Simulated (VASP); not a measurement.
PbSe: electric field gradients with PBE

PbSe:

```
Pb Se
1.0
     0.06124    3.09277    3.09277
     3.09277    0.06124    3.09277
     3.09277    3.09277    0.06124
Pb Se
1 1
Direct
  0.00000 0.00000 0.00000
  0.50000 0.50000 0.50000
```

This cell differs from its parent crystal: equal xy, yz and zx shear strains of +2 %.

| Property | Result |
| --- | --- |
| Program | VASP 6.6.1 |
| Task | electric field gradients |
| Functional | PBE |
| Potentials or basis | VASP PAW PBE potentials, release 64 (Pb_d, Se) |
| Cutoff | 520 eV |
| k mesh | 9 × 9 × 9 |
| Occupations | fermi-dirac, width 0.01 eV |
| Spin | no spin polarisation |
| Dipole correction | no |
| Further INCAR settings | ALGO = Normal; EDIFF = 1e-08; NBANDS = 17 |

```json
{
 "Pressure": "2.3 GPa",
 "Band gap on the k mesh": "0.52 eV, indirect (least direct gap 0.67 eV)"
}
```

Stress tensor (GPa, compression positive):
```
 2.32 -0.35 -0.35
-0.35  2.32 -0.35
-0.35 -0.35  2.32
```

Levels at points of the mesh, in eV from the valence-band top:
```csv
k point,band 8,band 9,band 10,band 11,band 12,band 13
"(0.00, 0.00, 0.00)",-1.97,-1.72,-1.72,4.76,4.76,4.81
```

Electric field gradients, principal values (V/Å²):
| atom | least | middle | greatest (by size) |
| --- | --- | --- | --- |
| 1 Pb | 1.876 | 1.876 | -3.753 |
| 2 Se | -6.888 | -6.888 | 13.775 |

It took 78 s on 1 thread of Intel(R) Xeon(R) Platinum 8488C (Sapphire Rapids), with other jobs on the host, peak memory 0.25 GiB.

Caveat: the cell differs from its parent crystal (equal xy, yz and zx shear strains of +2 %); without QUAD_EFG the Cq values of the log hold for a quadrupole moment of 1 mb, not for the nuclei; spin-orbit coupling is left out, which moves the levels of the heavy elements. A k mesh can miss the band edges.
